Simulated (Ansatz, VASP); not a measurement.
One calculation of PbS, two programs

Contents of INCAR:

```
PREC = Accurate
ENCUT = 520
EDIFF = 1E-6
ISMEAR = 0
SIGMA = 0.01
LREAL = F
LASPH = T
NELM = 100
ALGO = Normal
ISIF = 2
LWAVE = F
LCHARG = F
GGA = PE
NBANDS = 28
```

File KPOINTS:

```
Automatic mesh
0
Gamma
  6 6 2
```

POSCAR

```
PbS
1.0
    2.0429167103     -3.5384928845      0.0000000000
    2.0429167103      3.5384928845      0.0000000000
    0.0000000000      0.0000000000      7.4692080844
Pb S
2 2
Direct
   -0.0000017378      1.0000017378      0.4829158743
    1.0000017378     -0.0000017378      0.9829158743
    0.6666675205      0.3333324795      0.6962841257
    0.3333324795      0.6666675205      0.1962841257
```

Input for Ansatz:

```yaml
crystal:
  lattice:
    - [2.0429167103, -3.5384928845, 0.0]
    - [2.0429167103, 3.5384928845, 0.0]
    - [0.0, 0.0, 7.4692080844]
  atoms:
    - { symbol: Pb, position: [-1.7378e-06, 1.0000017378, 0.4829158743] }
    - { symbol: Pb, position: [1.0000017378, -1.7378e-06, 0.9829158743] }
    - { symbol: S, position: [0.6666675205, 0.3333324795, 0.6962841257] }
    - { symbol: S, position: [0.3333324795, 0.6666675205, 0.1962841257] }
kpoints:
  mp_grid: { grid: [6, 6, 2] }
hamiltonian:
  xc: pbe
scf:
  occupations: { method: fixed }
  n_extra_bands: 5
output:
  forces: true
  stress: true
  eigenvalues: true
```

Alike in both runs: task single point; functional PBE; k mesh 6 × 6 × 2; no spin polarisation.

```csv
,VASP,Ansatz
version,VASP 6.6.1,Ansatz 0.2.0
potentials or method,"VASP PAW PBE potentials, release 64 (Pb_d, S)","plane waves, PAW"
plane-wave cutoff (eV),520,420
occupations,"gaussian, width 0.01 eV",fixed
valence electrons in the cell,40,40
```

Ansatz gave:

```
gap on the k mesh at the Fermi level (eV)                     : 0.39
pressure (GPa)                                                : 2.0
traceless stress, the component that is largest in VASP (GPa) : -0.23
rms of the force components (eV/Å)                            : 0.022
```

Question: Which values does VASP return?

Answer: gap on the k mesh at the Fermi level (eV): 0.39; pressure (GPa): 1.9; traceless stress, the component that is largest in VASP (GPa): -0.24; rms of the force components (eV/Å): 0.024.

Atom by atom the forces differ by 0.002 eV/Å (rms over components). Ansatz's warnings: near symmetry operations not taken.

The k mesh is coarse, so the values compare programs but aren't converged. Spin-orbit coupling is off throughout.
